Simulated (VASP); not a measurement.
# PrH2Ir (P6/mmm) in VASP: relaxation of cell and atoms with PBE

Aim: the relaxation of cell and atoms of PrH2Ir with PBE.

Everything below comes from runs of VASP 6.6.1. Logs are shortened: lines on timing, memory, paths and dates and some standing lists are left out, and cuts for length are marked.

### Step 1. The cell of the first run

Symmetry: P6/mmm, No. 191, hexagonal system. Conventional cell: a = 3.794 Å, b = 3.794 Å, c = 5.690 Å, α = 90.00°, β = 90.00°, γ = 120.00°. Pr (site symmetry 6/mmm) has 6 H at 2.19 Å and 2 Ir at 2.84 Å within 2.9 Å. H (site symmetry -6m2) has 3 H at 2.19 Å and 3 Pr at 2.19 Å within 2.9 Å. Within 3.8 Å of Ir (site symmetry 6/mmm) lie 2 Pr at 2.84 Å and 12 H at 3.59 Å and 6 Ir at 3.79 Å.

The cell was generated, and may not be a known phase.

### Step 2. Relaxation of cell and atoms, PBE, collinear spin

Input file INCAR:

```
SYSTEM = PrH2Ir
PREC = Accurate
ENCUT = 500
EDIFF = 1E-7
ISMEAR = 0
SIGMA = 0.1
LREAL = .FALSE.
LASPH = .TRUE.
NELM = 200
ALGO = Normal
ISIF = 3
LWAVE = .FALSE.
LCHARG = .FALSE.
ISPIN = 2
MAGMOM = 0 0 0 1.01
LORBIT = 11
LMAXMIX = 6
GGA = PE
IBRION = 2
NSW = 100
EDIFFG = -0.01
GGA_COMPAT = .FALSE.
NELMIN = 4
```

Input file KPOINTS:

```
regular mesh
0
G
  12 12 8
  0 0 0
```

Input file POSCAR:

```
PrH2Ir
1.0
    3.7940111530      0.0000000000      0.0000000000
   -1.8970055765      3.2857100407      0.0000000000
    0.0000000000      0.0000000000      5.6895941080
Pr H Ir
1 2 1
Direct
    0.0000000000      0.0000000000      0.5000000000
    0.3333333333      0.6666666667      0.5000000000
    0.6666666667      0.3333333333      0.5000000000
    0.0000000000      0.0000000000      0.0000000000
```

Potentials or basis: VASP PAW PBE potentials, release 64 (Pr_3, H, Ir), 4f in core.

Started as:

```
> cat potpaw_PBE.64/Pr_3/POTCAR potpaw_PBE.64/H/POTCAR potpaw_PBE.64/Ir/POTCAR > POTCAR
> mpirun -np 1 vasp_std > vasp.out
```

OUTCAR:

```text
SYSTEM = PrH2Ir
   PREC = Accurate
   ENCUT = 500
   EDIFF = 1E-7
   ISMEAR = 0
   LREAL = .FALSE.
   LASPH = .TRUE.
   NELM = 200
   ISIF = 3
   ISPIN = 2
   LORBIT = 11
   GGA = PE
   IBRION = 2
   NSW = 100
   EDIFFG = -0.01
   NELMIN = 4

 ion  position               nearest neighbor table
   1  0.000  0.000  0.500-   2 2.19   3 2.19   2 2.19   3 2.19   3 2.19   2 2.19   4 2.84   4 2.84

   2  0.333  0.667  0.500-   1 2.19   1 2.19   1 2.19
   3  0.667  0.333  0.500-   1 2.19   1 2.19   1 2.19
   4  0.000  0.000  0.000-   1 2.84   1 2.84

  LATTYP: Found a hexagonal cell.
 ALAT       =     3.7940111530
 C/A-ratio  =     1.4996250350

  Lattice vectors:

 A1 = (   3.7940111530,   0.0000000000,   0.0000000000)
 A2 = (  -1.8970055765,   3.2857100407,   0.0000000000)
 A3 = (   0.0000000000,   0.0000000000,   5.6895941080)

Analysis of symmetry for initial positions (statically):
=====================================================================
 Subroutine PRICEL returns:
 Original cell was already a primitive cell.

 Routine SETGRP: Setting up the symmetry group for a
 hexagonal supercell.

 Subroutine GETGRP returns: Found 24 space group operations
 (whereof 24 operations were pure point group operations)
 out of a pool of 24 trial point group operations.

The static configuration has the point symmetry D_6h.

Analysis of symmetry for dynamics (positions and initial velocities):
=====================================================================
 Subroutine PRICEL returns:
 Original cell was already a primitive cell.

 Routine SETGRP: Setting up the symmetry group for a
 hexagonal supercell.

 Subroutine GETGRP returns: Found 24 space group operations
 (whereof 24 operations were pure point group operations)
 out of a pool of 24 trial point group operations.

The dynamic configuration has the point symmetry D_6h.

Analysis of structural, dynamic, and magnetic symmetry:
=====================================================================
 Subroutine PRICEL returns:
 Original cell was already a primitive cell.

 Routine SETGRP: Setting up the symmetry group for a
 hexagonal supercell.

 Subroutine GETGRP returns: Found 24 space group operations
 (whereof 24 operations were pure point group operations)
 out of a pool of 24 trial point group operations.

The overall configuration has the point symmetry D_6h.

 Subroutine INISYM returns: Found 24 space group operations
 (whereof 24 operations are pure point group operations),
 and found     1 'primitive' translations

----------------------------------------------------------------------------------------

                                     Primitive cell

  volume of cell :      70.9266

  direct lattice vectors                    reciprocal lattice vectors
     3.794011153  0.000000000  0.000000000     0.263573290  0.152174110  0.000000000
    -1.897005577  3.285710041  0.000000000     0.000000000  0.304348219  0.000000000
     0.000000000  0.000000000  5.689594108     0.000000000  0.000000000  0.175759462

  length of vectors
     3.794011153  3.794011153  5.689594108     0.304348219  0.304348219  0.175759462

  position of ions in fractional coordinates (direct lattice)
     0.000000000  0.000000000  0.500000000
     0.333333333  0.666666667  0.500000000
     0.666666667  0.333333333  0.500000000
     0.000000000  0.000000000  0.000000000

  ion indices of the primitive-cell ions
   primitive index   ion index
                 1           1
                 2           2
                 3           3
                 4           4

----------------------------------------------------------------------------------------

 KPOINTS: regular mesh

Automatic generation of k-mesh.
 Grid dimensions read from file:
 generate k-points for:   12   12    8

 Generating k-lattice:

  Cartesian coordinates                     Fractional coordinates (reciprocal lattice)
     0.021964441  0.012681176  0.000000000     0.083333333  0.000000000  0.000000000
     0.000000000  0.025362352  0.000000000     0.000000000  0.083333333  0.000000000
     0.000000000  0.000000000  0.021969933     0.000000000  0.000000000  0.125000000

  Length of vectors
     0.025362352  0.025362352  0.021969933

  Shift w.r.t. Gamma in fractional coordinates (k-lattice)
     0.000000000  0.000000000  0.000000000

 Subroutine IBZKPT returns following result:
 ===========================================

 Found     95 irreducible k-points:

 Following reciprocal coordinates:
            Coordinates               Weight
  0.000000  0.000000  0.000000      1.000000
  0.083333 -0.000000  0.000000      6.000000
  0.166667  0.000000  0.000000      6.000000
  0.250000  0.000000  0.000000      6.000000
  0.333333 -0.000000  0.000000      6.000000
  0.416667  0.000000  0.000000      6.000000
[... 16 lines left out ...]
  0.250000  0.000000  0.125000     12.000000
  0.333333 -0.000000  0.125000     12.000000
 [... further k-points ...]
   k-points           NKPTS =     95   k-points in BZ     NKDIM =     95   number of bands    NBANDS=     16
   number of dos      NEDOS =    301   number of ions     NIONS =      4
   total plane-waves  NPLWV =  32928
   dimension x,y,z NGX =    28 NGY =   28 NGZ =   42
   dimension x,y,z NGXF=    56 NGYF=   56 NGZF=   84
   ions per type =               1   2   1
   NGX,Y,Z   is equivalent  to a cutoff of  12.27, 12.27, 12.27 a.u.
   NGXF,Y,Z  is equivalent  to a cutoff of  24.54, 24.54, 24.54 a.u.
 SYSTEM =  PrH2Ir
   PREC   = accura    normal or accurate (medium, high low for compatibility)
   ISTART =      0    job   : 0-new  1-cont  2-samecut
   ICHARG =      2    charge: 1-file 2-atom 10-const
   ISPIN  =      2    spin polarized calculation?
   LNONCOLLINEAR =      F non collinear calculations
   LSORBIT =      F    spin-orbit coupling
   LASPH  =      T    aspherical Exc in radial PAW
   ENCUT  =  500.0 eV  36.75 Ry    6.06 a.u.   6.92  6.92 10.37*2*pi/ulx,y,z
   NELM   =    200;   NELMIN=  4; NELMDL= -5     # of ELM steps
   EDIFF  = 0.1E-06   stopping-criterion for ELM
   LREAL  =      F    real-space projection
   EDIFFG = -.1E-01   stopping-criterion for IOM
   NSW    =    100    number of steps for IOM
   IBRION =      2    ionic relax: 0-MD 1-quasi-New 2-CG
   NFREE  =      1    steps in history (QN), initial steepest desc. (CG)
   ISIF   =      3    stress and relaxation
   ISYM   =      2    0-nonsym 1-usesym 2-fastsym
   POTIM  = 0.5000    time-step for ionic-motion
   TEBEG  =    0.0;   TEEND  =   0.0 temperature during run
   PSTRESS=    0.0 pullay stress
   NELECT =      22.0000    total number of electrons
   NUPDOWN=      -1.0000    fix difference up-down
   EMIN   =  10.00;   EMAX   =-10.00  energy-range for DOS
   EFERMI =   0.00;   METHOD = LEGACY
   ISMEAR =     0;   SIGMA  =   0.10  broadening in eV -4-tet -1-fermi 0-gaus
   EFERMI_NEDOS =   21; number of points for ismear=-14 and -15
   IALGO  =     38    algorithm
   IMIX   =      4    mixing-type and parameters
     AMIX     =   0.40;   BMIX     =  1.00
     AMIX_MAG =   1.60;   BMIX_MAG =  1.00
  volume/ion in A,a.u.               =      17.73       119.66
  Fermi-wavevector in a.u.,A,eV,Ry     =   1.108186  2.094168 16.708993  1.228076
  Thomas-Fermi vector in A             =   2.244710
   LORBIT       =     11    0 simple, 1 ext, 2 COOP (PROOUT), +10 PAW based schemes
   GGA     = PE    functional components
   LHFCALC =     F    Hartree Fock is set to
   AEXX    =    0.0000 exact exchange contribution
   IVDW    =     0    specifies the selected vdW correction
   LEPSILON=     F    determine dielectric tensor
   LRPA    =     F    only Hartree local field effects (RPA)
 conjugate gradient relaxation of ions
 spin polarized calculation
 Gauss-broadening in eV      SIGMA  =   0.10
  energy-cutoff  :      500.00
  volume of cell :       70.93
 maximum number of plane-waves:      1820
 NGX is ok and might be reduce to    28
   NGX = 13   NGY = 13   NGZ = 21

--------------------------------------- Ionic step        1  -------------------------------------------

 number of electron      21.9999998 magnetization       0.8444064

 Free energy of the ion-electron system (eV)
  ---------------------------------------------------
  ext. energy  EPLUGINS =         0.00000000
  ---------------------------------------------------
  free energy    TOTEN  =       -17.71090726 eV

  energy without entropy =      -17.69922945  energy(sigma->0) =      -17.70506835

------------------------ aborting loop because EDIFF is reached ----------------------------------------

  FORCE on cell =-STRESS in cart. coord.  units (eV):
  Direction    XX          YY          ZZ          XY          YZ          ZX
  --------------------------------------------------------------------------------------
  -------------------------------------------------------------------------------------
  Total        0.4736170      0.4736170     -0.2071998      0.0000000      0.0000000      0.0000000
  in kB       10.6986435     10.6986435     -4.6804850      0.0000000      0.0000000      0.0000000
  external PRESSURE =       5.5722673 kB  Pullay stress =       0.0000000 kB

 VOLUME and BASIS-vectors are now :
 -----------------------------------------------------------------------------
  energy-cutoff  :      500.00
  volume of cell :       70.93
      direct lattice vectors                 reciprocal lattice vectors
     3.794011153  0.000000000  0.000000000     0.263573290  0.152174110  0.000000000
    -1.897005577  3.285710041  0.000000000     0.000000000  0.304348219  0.000000000
     0.000000000  0.000000000  5.689594108     0.000000000  0.000000000  0.175759462
[... 39 lines left out ...]
 POSITION                                       TOTAL-FORCE (eV/Angst)
 -----------------------------------------------------------------------------------
      0.00000      0.00000      2.83769        -0.000000      0.000000      0.000000
     -0.00000      2.20299      2.83769         0.000000      0.000000     -0.000000
      1.90784      1.10149      2.83769        -0.000000     -0.000000      0.000000
      0.00000      0.00000      0.00000        -0.000000      0.000000      0.000000
 -----------------------------------------------------------------------------------
    total drift:                               -0.000000      0.000000      0.000000

  FREE ENERGIE OF THE ION-ELECTRON SYSTEM (eV)
  ---------------------------------------------------
  free  energy   TOTEN  =       -17.7144961854 eV

  energy  without entropy=      -17.7024733065  energy(sigma->0) =      -17.70848475

--------------------------------------- Ionic step        3  -------------------------------------------

 number of electron      21.9999999 magnetization       0.8907551

 Free energy of the ion-electron system (eV)
  ---------------------------------------------------
  ext. energy  EPLUGINS =         0.00000000
  ---------------------------------------------------
  free energy    TOTEN  =       -17.71469090 eV

  energy without entropy =      -17.70255599  energy(sigma->0) =      -17.70862344

 E-fermi :   1.3206     XC(G=0):  -9.5493

 val. band max:        1.3102416291   @ k =   0.1667   0.0000   0.0000
 cond. band min:       1.3235788513   @ k =   0.2500   0.1667   0.2500
 fundamental gap:      0.0133372222
 Fermi energy:         1.3205789137

 spin component 1

 k-point     1 :       0.0000    0.0000    0.0000
  band No.  band energies     occupation
      1     -33.0997      1.00000
      2     -15.3412      1.00000
      3     -14.7175      1.00000
      4     -14.7175      1.00000
      5      -3.8216      1.00000
      6      -1.7199      1.00000
[... 8 lines left out ...]
     15       4.6201      0.00000
     16       7.7481      0.00000
[... 419 lines left out ...]
 k-point    24 :       0.3333   -0.0000    0.1250
  band No.  band energies     occupation
      1     -33.0394      1.00000
      2     -15.4366      1.00000
      3     -15.2867      1.00000
      4     -14.8471      1.00000
      5      -2.0086      1.00000
      6      -0.8202      1.00000
[... 8 lines left out ...]
     15       6.6678      0.00000
     16       6.9895      0.00000

 [... further k-points ...]

 spin component 2

 k-point     1 :       0.0000    0.0000    0.0000
  band No.  band energies     occupation
      1     -33.1062      1.00000
      2     -15.3643      1.00000
      3     -14.7268      1.00000
      4     -14.7268      1.00000
      5      -3.7790      1.00000
      6      -1.5861      1.00000
[... 8 lines left out ...]
     15       4.5887      0.00000
     16       7.7599      0.00000
[... 459 lines left out ...]
 POSITION                                       TOTAL-FORCE (eV/Angst)
 -----------------------------------------------------------------------------------
     -1.91126      3.31041      2.83544        -0.000000      0.000000      0.000000
     -0.00000      2.20694      2.83544         0.000000      0.000000      0.000000
      1.91126      1.10347      2.83544        -0.000000     -0.000000     -0.000000
     -1.91126      3.31041      0.00000         0.000000      0.000000      0.000000
 -----------------------------------------------------------------------------------
    total drift:                               -0.000000      0.000000      0.000000

  FREE ENERGIE OF THE ION-ELECTRON SYSTEM (eV)
  ---------------------------------------------------
  free  energy   TOTEN  =       -17.7146908966 eV

  energy  without entropy=      -17.7025559885  energy(sigma->0) =      -17.70862344

 reached required accuracy - stopping structural energy minimisation

 total charge

# of ion       s       p       d       tot
------------------------------------------
    1        2.094   5.809   0.945   8.848
    2        0.566   0.005   0.000   0.571
    3        0.566   0.005   0.000   0.571
    4        0.558   0.086   7.077   7.721
--------------------------------------------------
tot          3.784   5.906   8.022  17.712

 magnetization (x)

# of ion       s       p       d       tot
------------------------------------------
    1       -0.002   0.007  -0.025  -0.020
    2        0.007  -0.000   0.000   0.007
    3        0.007  -0.000   0.000   0.007
    4        0.006  -0.002   0.878   0.882
--------------------------------------------------
tot          0.019   0.005   0.852   0.876
```

Run time: 3.5 min. Hardware: 1 thread of Intel Xeon 6975P-C (Granite Rapids), shared host; peak memory 0.35 GiB.

What came out:

```yaml
Free_energy: -17.7147 eV
Relaxed_volume: 17.94 Å³/atom
Relaxed_cell: a = 3.823 Å, b = 3.823 Å, c = 5.671 Å, α = 90.00°, β = 90.00°, γ = 120.00°
Space_group_after_relaxing_to_0.1_Å: P6/mmm (No. 191)
Energy_gained_by_relaxing: 0.9 meV/atom
Ionic_steps: 3
Pressure_after_relaxing: 0.0 GPa
Net_moment: 0.89 μB per cell
Site_moments: Pr -0.02; H +0.01; Ir +0.88 μB
Valence_electrons_inside_the_program's_atomic_spheres: Pr 8.85; H 0.57; Ir 7.72
```

The path:
```tsv
step	energy change (eV)	largest force (eV/Å)	pressure (GPa)	volume (Å³)
1	0.0000	0.0000	0.56	70.93
2	-0.0036	0.0000	0.13	71.56
3	-0.0038	0.0000	0.00	71.76
```

Final structure:
```yaml
crystal:
  lattice:
    - [3.82253, 0.00000, 0.00000]
    - [-1.91126, 3.31041, 0.00000]
    - [0.00000, 0.00000, 5.67088]
  atoms:
    - { symbol: Pr, position: [0.00000, 0.00000, 0.50000] }
    - { symbol: H, position: [0.33333, 0.66667, 0.50000] }
    - { symbol: H, position: [0.66667, 0.33333, 0.50000] }
    - { symbol: Ir, position: [0.00000, 0.00000, 0.00000] }
```

Levels at points of the mesh, in eV from the Fermi level:
Spin up:
```tsv
k point	band 8	band 9	band 10	band 11	band 12	band 13	band 14	band 15
(0.00, 0.00, 0.00)	-1.01	-1.01	-0.75	-0.75	1.17	3.05	3.05	3.30
(0.50, 0.00, 0.00)	-1.44	-0.94	-0.75	-0.22	0.93	2.81	3.71	5.84
(0.00, 0.00, 0.50)	-0.99	-0.44	-0.44	-0.33	1.18	1.61	2.96	2.96
(0.50, 0.00, 0.50)	-0.58	-0.31	-0.22	-0.19	0.31	1.41	2.91	4.09
```
Spin down:
| k point | band 8 | band 9 | band 10 | band 11 | band 12 | band 13 | band 14 | band 15 |
| --- | --- | --- | --- | --- | --- | --- | --- | --- |
| (0.00, 0.00, 0.00) | -0.42 | -0.42 | -0.29 | -0.29 | 1.22 | 3.06 | 3.06 | 3.27 |
| (0.50, 0.00, 0.00) | -0.82 | -0.72 | -0.63 | 0.58 | 1.57 | 2.93 | 3.81 | 5.86 |
| (0.00, 0.00, 0.50) | -0.25 | -0.07 | -0.07 | 0.09 | 1.23 | 1.59 | 2.95 | 2.95 |
| (0.50, 0.00, 0.50) | -0.22 | -0.03 | 0.19 | 0.32 | 0.58 | 1.89 | 2.90 | 4.07 |

Caveat: the magnetic or orbital state may not be the lowest; spin-orbit coupling is left out, which moves the levels of the heavy elements; the 4f electrons are frozen in the core, so they carry no moment and show no levels.
